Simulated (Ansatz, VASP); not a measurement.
One calculation of InP, two programs

```
In P
1.0
     0.05710    2.88355    2.88355
     2.88355    0.05710    2.88355
     2.88355    2.88355    0.05710
In P
1 1
Cartesian
  0.0000 0.0000 0.0000
  2.9121 2.9121 2.9121
```

Change from the starting cell: equal xy, yz and zx shear strains of +2 %.

Alike in both runs: task single point; functional PBEsol; k mesh 11 × 11 × 11; occupations fermi-dirac, width 0.03 eV; no spin polarisation.

```csv
,VASP,Ansatz
version,VASP 6.6.1,Ansatz 0.2.0
potentials or method,"VASP PAW PBE potentials, release 64 (In_d, P), cutoff 520 eV","all-electron LAPW, scalar-relativistic"
```

```tsv
	VASP	Ansatz	Ansatz less VASP
pressure (GPa)	-8.2	-8.2	0.00
traceless stress, the component that is largest in VASP (GPa)	-0.60	-0.60	0.000
```

VASP's potentials were made for PBE, not for PBEsol. Ansatz ran all-electron here, and VASP with PAW potentials.
